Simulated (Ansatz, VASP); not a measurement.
## CoSi3 in VASP and in Ansatz

```
CELL_PARAMETERS angstrom
3.68708 0.00000 0.00000
0.00000 3.68708 0.00000
0.00000 0.00000 3.68708
ATOMIC_POSITIONS crystal
Co 0.00000 0.00000 0.00000
Si 0.00000 0.50000 0.50000
Si 0.50000 0.00000 0.50000
Si 0.50000 0.50000 0.00000
```

Alike in both runs: functional PBE; k mesh 12 × 12 × 12; occupations gaussian, width 0.1 eV; collinear spin.

Ansatz relaxed the structure, and its values are those at the end. VASP's run is a single point on that final structure, the one shown.

|  | VASP | Ansatz |
| --- | --- | --- |
| version | VASP 6.6.1 | Ansatz 0.2.0 |
| potentials or method | VASP PAW PBE potentials, release 64 (Co, Si), cutoff 520 eV | scalar-relativistic, plane waves, PAW |
| valence electrons in the cell | 21 | 29 |

|  | VASP | Ansatz | Ansatz less VASP |
| --- | --- | --- | --- |
| gap on the k mesh at the Fermi level (eV) | none | none | - |
| pressure (GPa) | -0.1 | 0.0 | +0.06 |
| net moment per atom (μB) | 0.00 | 0.00 | 0.000 |

A gap of «none» marks a metal or a gap that the smearing closes. VASP's potentials hold 21 valence electrons a cell and Ansatz's 29, so a difference there can come from the potentials and not from the codes. Ansatz's warnings: seeded moment not kept.
